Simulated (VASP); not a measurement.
A run of VASP 6.6.1:

The input INCAR:

```
SYSTEM = Mo
ALGO     = Normal         ! electronic algorithm
EDIFF    = 1E-6           ! SCF threshold, eV
ENCUT    = 520            ! plane-wave cutoff, eV
GGA      = PS             ! functional
ISIF     = 2              ! what is computed and relaxed
ISMEAR   = 0              ! smearing method
LASPH    = .True.         ! aspherical terms in the spheres
LCHARG   = .False.        ! write CHGCAR
LREAL    = .False.        ! projectors in reciprocal space
LWAVE    = .False.        ! write WAVECAR
NBANDS   = 13             ! bands
NELM     = 60             ! most SCF steps
PREC     = Accurate       ! precision mode
SIGMA    = 0.1            ! smearing width, eV
```

Contents of KPOINTS:

```
k-points
0
Gamma
  11 11 22
  0 0 0
```

POSCAR

```
Mo
1.0
    3.1293068541      0.0000000000      0.0000000000
    0.0000000000      3.1293068541      0.0000000000
    1.5646534271     -1.5646534271      1.5646534271
Mo
1
Direct
    0.0000000000      0.0000000000      0.0000000000
```

Potentials or basis: VASP PAW PBE potentials, release 64 (Mo_sv).

Command:

```bash
$ cat potpaw_PBE.64/Mo_sv/POTCAR > POTCAR
$ mpirun -np 1 vasp_std > vasp.out
```

Hardware: 1 thread of AMD EPYC 9R14 (Zen 4) (shared host).

Question: How long does it take, and how much memory?

Answer: Wall time 13 s on 1 thread of AMD EPYC 9R14 (Zen 4), on a shared host, peak memory 0.11 GiB. Counts: scf iterations 11, k points 112.
